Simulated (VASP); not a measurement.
# LiSm (P1) in VASP: relaxation of cell and atoms with PBE

Aim: the relaxation of cell and atoms of LiSm with PBE.

Everything below comes from runs of VASP 6.6.1. Logs are shortened: lines on timing, memory, paths and dates and some standing lists are left out, and cuts for length are marked.

### 1 The cell of the first run

The typed cell holds 8 atoms: a = 3.733 Å, b = 7.435 Å, c = 7.927 Å, α = 88.15°, β = 89.78°, γ = 90.16°.

### 2 Relaxation of cell and atoms, PBE

The input, INCAR:

```
PREC = Accurate
ENCUT = 750
EDIFF = 1E-7
ISMEAR = 0
SIGMA = 0.2
LREAL = F
LASPH = T
NELM = 200
ALGO = Normal
ISIF = 3
LWAVE = F
LCHARG = F
GGA = PE
IBRION = 2
NSW = 80
EDIFFG = -0.025
GGA_COMPAT = F
NELMIN = 4
LMAXMIX = 6
```

The input, KPOINTS:

```
regular mesh
0
Gamma
  6 4 4
```

The input, POSCAR:

```
LiSm
1.0
    3.7331537745     -0.0052432167      0.0070561593
   -0.0104864334      7.4343474154      0.1195098125
    0.0152405314      0.1290640532      7.9256043666
Li Sm
4 4
Direct
    1.0311201865      0.2767105584      0.5745254512
   -0.0000247472      0.7378726043      0.6052095790
    0.5328736949      0.5012513188      0.4053214435
    0.4345569161      1.0317831653      0.4061037544
   -0.0230137008      0.2387117329      0.1399094162
    0.0279357277      0.6887778714      0.1495799675
    0.5045323670      0.0257433945      0.8774310850
    0.4920195558      0.4991493544      0.8419193031
```

Potentials or basis: VASP PAW PBE potentials, release 64 (Li_sv, Sm_3), 4f in core.

Launch:

```sh
> cat potpaw_PBE.64/Li_sv/POTCAR potpaw_PBE.64/Sm_3/POTCAR > POTCAR
> mpirun -np 1 vasp_std > vasp.out
```

OUTCAR:

```text
PREC = Accurate
   ENCUT = 750
   EDIFF = 1E-7
   ISMEAR = 0
   LREAL = F
   LASPH = T
   NELM = 200
   ISIF = 3
   GGA = PE
   IBRION = 2
   NSW = 80
   EDIFFG = -0.025
   NELMIN = 4

 ion  position               nearest neighbor table
   1  0.031  0.277  0.575-
   2  1.000  0.738  0.605-   8 3.14   8 3.16
   3  0.533  0.501  0.405-   6 3.04   6 3.08
   4  0.435  0.032  0.406-   5 3.09
   5  0.977  0.239  0.140-   4 3.09   7 3.19   7 3.30   6 3.35   8 3.52   8 3.56
   6  0.028  0.689  0.150-   3 3.04   3 3.08   8 3.34   5 3.35   8 3.49   7 3.70   7 3.80
   7  0.505  0.026  0.877-   5 3.19   5 3.30   8 3.52   6 3.70   6 3.80
   8  0.492  0.499  0.842-   2 3.14   2 3.16   6 3.34   6 3.49   5 3.52   7 3.52   5 3.56

  LATTYP: Found a triclinic cell.
 ALAT       =     8.7745595041
 B/A-ratio  =     1.2584278502
 C/A-ratio  =     0.4254531664
 COS(alpha) =     0.0008456321
 COS(beta)  =     0.4288766578
 COS(gamma) =     0.6685260196

  Lattice vectors:

 A1 = (  -3.7483943059,  -0.1238208365,  -7.9326605259)
 A2 = (  -0.0047540980,  -7.5634114686,  -8.0451141791)
 A3 = (  -3.7331537745,   0.0052432167,  -0.0070561593)

Analysis of symmetry for initial positions (statically):
=====================================================================
 Subroutine PRICEL returns:
 Original cell was already a primitive cell.

 Routine SETGRP: Setting up the symmetry group for a
 triclinic supercell.

 Subroutine GETGRP returns: Found  1 space group operations
 (whereof  1 operations were pure point group operations)
 out of a pool of  2 trial point group operations.

The static configuration has the point symmetry C_1 .

Analysis of symmetry for dynamics (positions and initial velocities):
=====================================================================
 Subroutine PRICEL returns:
 Original cell was already a primitive cell.

 Routine SETGRP: Setting up the symmetry group for a
 triclinic supercell.

 Subroutine GETGRP returns: Found  1 space group operations
 (whereof  1 operations were pure point group operations)
 out of a pool of  2 trial point group operations.

The dynamic configuration has the point symmetry C_1 .

 Subroutine INISYM returns: Found  1 space group operations
 (whereof  1 operations are pure point group operations),
 and found     1 'primitive' translations

----------------------------------------------------------------------------------------

                                     Primitive cell

  volume of cell :     219.9049

  direct lattice vectors                    reciprocal lattice vectors
     3.733153774 -0.005243217  0.007056159     0.267871554  0.000386225 -0.000521393
    -0.010486433  7.434347415  0.119509813     0.000193112  0.134546297 -0.002191383
     0.015240531  0.129064053  7.925604367    -0.000241398 -0.002029161  0.126206851

  length of vectors
     3.733164125  7.435315330  7.926669816     0.267872340  0.134564280  0.126223393

  position of ions in fractional coordinates (direct lattice)
     0.031120186  0.276710558  0.574525451
     0.999975253  0.737872604  0.605209579
     0.532873695  0.501251319  0.405321444
     0.434556916  0.031783165  0.406103754
     0.976986299  0.238711733  0.139909416
     0.027935728  0.688777871  0.149579968
     0.504532367  0.025743394  0.877431085
     0.492019556  0.499149354  0.841919303

  ion indices of the primitive-cell ions
   primitive index   ion index
                 1           1
                 2           2
                 3           3
                 4           4
                 5           5
                 6           6
                 7           7
                 8           8

----------------------------------------------------------------------------------------

 KPOINTS: regular mesh

Automatic generation of k-mesh.
 Grid dimensions read from file:
 generate k-points for:    6    4    4

 Generating k-lattice:

  Cartesian coordinates                     Fractional coordinates (reciprocal lattice)
     0.044645259  0.000064371 -0.000086899     0.166666667 -0.000000000 -0.000000000
     0.000048278  0.033636574 -0.000547846     0.000000000  0.250000000  0.000000000
    -0.000060349 -0.000507290  0.031551713     0.000000000  0.000000000  0.250000000

  Length of vectors
     0.044645390  0.033641070  0.031555848

  Shift w.r.t. Gamma in fractional coordinates (k-lattice)
     0.000000000  0.000000000  0.000000000

 Subroutine IBZKPT returns following result:
 ===========================================

 Found     52 irreducible k-points:

 Following reciprocal coordinates:
            Coordinates               Weight
  0.000000  0.000000  0.000000      1.000000
  0.166667  0.000000  0.000000      2.000000
  0.333333  0.000000  0.000000      2.000000
  0.500000  0.000000  0.000000      1.000000
  0.000000  0.250000  0.000000      2.000000
  0.166667  0.250000 -0.000000      2.000000
[... 16 lines left out ...]
  0.333333  0.250000  0.250000      2.000000
  0.500000  0.250000  0.250000      2.000000
 [... further k-points ...]
   k-points           NKPTS =     52   k-points in BZ     NKDIM =     52   number of bands    NBANDS=     33
   number of dos      NEDOS =    301   number of ions     NIONS =      8
   total plane-waves  NPLWV = 181440
   dimension x,y,z NGX =    36 NGY =   70 NGZ =   72
   dimension x,y,z NGXF=    72 NGYF=  140 NGZF=  144
   ions per type =               4   4
   NGX,Y,Z   is equivalent  to a cutoff of  16.03, 15.65, 15.10 a.u.
   NGXF,Y,Z  is equivalent  to a cutoff of  32.06, 31.30, 30.20 a.u.
 SYSTEM =  unknown system
   PREC   = accura    normal or accurate (medium, high low for compatibility)
   ISTART =      0    job   : 0-new  1-cont  2-samecut
   ICHARG =      2    charge: 1-file 2-atom 10-const
   ISPIN  =      1    spin polarized calculation?
   LNONCOLLINEAR =      F non collinear calculations
   LSORBIT =      F    spin-orbit coupling
   LASPH  =      T    aspherical Exc in radial PAW
   ENCUT  =  750.0 eV  55.12 Ry    7.42 a.u.   8.34 16.60 17.70*2*pi/ulx,y,z
   NELM   =    200;   NELMIN=  4; NELMDL= -5     # of ELM steps
   EDIFF  = 0.1E-06   stopping-criterion for ELM
   LREAL  =      F    real-space projection
   EDIFFG = -.3E-01   stopping-criterion for IOM
   NSW    =     80    number of steps for IOM
   IBRION =      2    ionic relax: 0-MD 1-quasi-New 2-CG
   NFREE  =      1    steps in history (QN), initial steepest desc. (CG)
   ISIF   =      3    stress and relaxation
   ISYM   =      2    0-nonsym 1-usesym 2-fastsym
   POTIM  = 0.5000    time-step for ionic-motion
   TEBEG  =    0.0;   TEEND  =   0.0 temperature during run
   PSTRESS=    0.0 pullay stress
   NELECT =      56.0000    total number of electrons
   NUPDOWN=      -1.0000    fix difference up-down
   EMIN   =  10.00;   EMAX   =-10.00  energy-range for DOS
   EFERMI =   0.00;   METHOD = LEGACY
   ISMEAR =     0;   SIGMA  =   0.20  broadening in eV -4-tet -1-fermi 0-gaus
   EFERMI_NEDOS =   21; number of points for ismear=-14 and -15
   IALGO  =     38    algorithm
   IMIX   =      4    mixing-type and parameters
     AMIX     =   0.40;   BMIX     =  1.00
     AMIX_MAG =   1.60;   BMIX_MAG =  1.00
  volume/ion in A,a.u.               =      27.49       185.50
  Fermi-wavevector in a.u.,A,eV,Ry     =   1.037670  1.960912 14.650191  1.076759
  Thomas-Fermi vector in A             =   2.172118
   LORBIT       =      0    0 simple, 1 ext, 2 COOP (PROOUT), +10 PAW based schemes
   GGA     = PE    functional components
   LHFCALC =     F    Hartree Fock is set to
   AEXX    =    0.0000 exact exchange contribution
   IVDW    =     0    specifies the selected vdW correction
   LEPSILON=     F    determine dielectric tensor
   LRPA    =     F    only Hartree local field effects (RPA)
 conjugate gradient relaxation of ions
 non-spin polarized calculation
 Gauss-broadening in eV      SIGMA  =   0.20
  energy-cutoff  :      750.00
  volume of cell :      219.90
 maximum number of plane-waves:     10296
 NGX is ok and might be reduce to    36
   NGX = 17   NGY = 33   NGZ = 35

--------------------------------------- Ionic step        1  -------------------------------------------

 number of electron      55.9999999 magnetization

 Free energy of the ion-electron system (eV)
  ---------------------------------------------------
  ext. energy  EPLUGINS =         0.00000000
  ---------------------------------------------------
  free energy    TOTEN  =       -25.14851263 eV

  energy without entropy =      -25.00326702  energy(sigma->0) =      -25.07588982

------------------------ aborting loop because EDIFF is reached ----------------------------------------

  FORCE on cell =-STRESS in cart. coord.  units (eV):
  Direction    XX          YY          ZZ          XY          YZ          ZX
  --------------------------------------------------------------------------------------
  -------------------------------------------------------------------------------------
  Total       -0.3491082      0.2878138      1.1683783     -0.0469823      0.6685681     -0.0209936
  in kB       -2.5435233      2.0969461      8.5125391     -0.3423022      4.8710356     -0.1529545
  external PRESSURE =       2.6886540 kB  Pullay stress =       0.0000000 kB
[... 107 lines left out ...]
  FREE ENERGIE OF THE ION-ELECTRON SYSTEM (eV)
  ---------------------------------------------------
  free  energy   TOTEN  =       -25.6213691328 eV

  energy  without entropy=      -25.4696484310  energy(sigma->0) =      -25.54550878

[... ionic steps 4 to 11 ...]

--------------------------------------- Ionic step       12  -------------------------------------------

 number of electron      56.0000001 magnetization

------------------------ aborting loop because EDIFF is reached ----------------------------------------
[... 79 lines left out ...]
--------------------------------------- Ionic step       14  -------------------------------------------

 number of electron      56.0000000 magnetization

 Free energy of the ion-electron system (eV)
  ---------------------------------------------------
  ext. energy  EPLUGINS =         0.00000000
  ---------------------------------------------------
  free energy    TOTEN  =       -25.85835730 eV

  energy without entropy =      -25.71559755  energy(sigma->0) =      -25.78697742

 E-fermi :   2.1354     XC(G=0):  -8.7660

 val. band max:        2.1270512298   @ k =   0.1667   0.5000   0.5000
 cond. band min:       2.1382804338   @ k =   0.1667   0.5000   0.5000
 fundamental gap:      0.0112292039
 Fermi energy:         2.1354133322

 k-point     1 :       0.0000    0.0000    0.0000
  band No.  band energies     occupation
      1     -44.1594      2.00000
      2     -44.1487      2.00000
      3     -44.1481      2.00000
      4     -44.1386      2.00000
      5     -38.9791      2.00000
      6     -38.9131      2.00000
[... 853 lines left out ...]
     32       2.6867      0.00010
     33       3.4615      0.00000

 [... further k-points ...]
[... 5 lines left out ...]
  --------------------------------------------------------------------------------------
  -------------------------------------------------------------------------------------
  Total       -0.0076463      0.0020699      0.0138081      0.0003831     -0.0405615     -0.0068628
  in kB       -0.0568557      0.0153914      0.1026729      0.0028486     -0.3016043     -0.0510296
  external PRESSURE =       0.0204029 kB  Pullay stress =       0.0000000 kB
[... 23 lines left out ...]
  FREE ENERGIE OF THE ION-ELECTRON SYSTEM (eV)
  ---------------------------------------------------
  free  energy   TOTEN  =       -25.8583572976 eV

  energy  without entropy=      -25.7155975466  energy(sigma->0) =      -25.78697742

 reached required accuracy - stopping structural energy minimisation
```

Wall time 62 min (1 thread of Intel Xeon 6975P-C (Granite Rapids), shared host); peak memory 0.86 GiB.

What came out:

```yaml
Free_energy: -25.8584 eV
Relaxed_volume: 26.93 Å³/atom
Relaxed_cell: a = 3.637 Å, b = 7.421 Å, c = 7.982 Å, α = 89.91°, β = 89.99°, γ = 90.00°
Space_group_after_relaxing_to_0.1_Å: P4/nmm (No. 129)
Energy_gained_by_relaxing: 88.7 meV/atom
Ionic_steps: 14
Pressure_after_relaxing: 0.0 GPa
Largest_force_after_relaxing: 0.016 eV/Å
Band_gap_on_the_k_mesh: zero (bands 28 and 29 overlap by 0.30 eV)
```

Forces in eV/Å, atoms in the order of the input:
```
Li  -0.004  0.005 -0.001
Li   0.001  0.005  0.008
Li   0.004 -0.012  0.003
Li   0.002 -0.011 -0.007
Sm  -0.002  0.009 -0.007
Sm  -0.005  0.001  0.000
Sm  -0.002  0.012  0.011
Sm   0.005 -0.009 -0.007
```

Step by step:
| step | energy change (eV) | largest force (eV/Å) | pressure (GPa) | volume (Å³) |
| --- | --- | --- | --- | --- |
| 1 | 0.0000 | 1.3510 | 0.27 | 219.90 |
| 2 | -0.2088 | 1.0966 | -0.10 | 221.37 |
| 3 | -0.4729 | 0.3802 | -0.90 | 225.43 |
| 4 | -0.5828 | 0.3024 | -0.15 | 218.17 |
| 5 | -0.6189 | 0.2819 | 0.66 | 211.46 |
| 6 | -0.6614 | 0.2245 | 0.19 | 214.65 |
| 7 | -0.6750 | 0.1751 | -0.21 | 217.65 |
| 8 | -0.6970 | 0.1035 | -0.13 | 216.75 |
| 9 | -0.7037 | 0.1037 | -0.04 | 215.93 |
| 10 | -0.7073 | 0.0514 | 0.04 | 215.21 |
| 11 | -0.7081 | 0.0503 | 0.10 | 214.66 |
| 12 | -0.7092 | 0.0330 | -0.05 | 215.86 |
| 13 | -0.7092 | 0.0333 | -0.06 | 215.90 |
| 14 | -0.7098 | 0.0162 | 0.00 | 215.47 |

Final structure:
```
Li Sm
1.0
     3.63742   -0.00016    0.00047
     0.00017    7.42130    0.00932
     0.00019    0.00288    7.98203
Li Sm
4 4
Direct
  0.00049 0.25080 0.58405
  0.99959 0.74917 0.58281
  0.49949 0.50043 0.41567
  0.49972 0.00087 0.41731
  0.99997 0.24901 0.14879
  0.00053 0.75015 0.14893
  0.50065 0.99933 0.85039
  0.49956 0.50024 0.85205
```

Caveat: spin-orbit coupling is left out, which moves the levels of the heavy elements; the 4f electrons are frozen in the core, so they carry no moment and show no levels. Spin polarisation is off, so any magnetic state and its effect on volume and gap are missing.
